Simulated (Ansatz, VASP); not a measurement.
One calculation of TiB2, two programs

```
Ti B
1.0
     2.95101    0.00000    0.00000
     0.00000    2.95101    0.00000
     0.00000    0.00000    3.48154
Ti B
1 2
Cartesian
  0.0000 0.0000 -0.0096
  0.0000 1.4755 1.7314
  1.4755 0.0000 1.7314
```

Alike in both runs: functional PBE; k mesh 6 × 6 × 6; occupations gaussian, width 0.2 eV; no spin polarisation.

Ansatz relaxed the structure, and its values are those at the end. VASP's run is a single point on that final structure, the one shown.

|  | VASP | Ansatz |
| --- | --- | --- |
| version | VASP 6.6.1 | Ansatz 0.2.0 |
| potentials or method | VASP PAW PBE potentials, release 64 (Ti_sv, B), cutoff 500 eV | scalar-relativistic, plane waves, PAW |
| valence electrons in the cell | 18 | 18 |

|  | VASP | Ansatz | Ansatz less VASP |
| --- | --- | --- | --- |
| gap on the k mesh at the Fermi level (eV) | none | none | - |
| pressure (GPa) | 0.3 | 0.3 | +0.01 |

A gap of «none» marks a metal or a gap that the smearing closes.
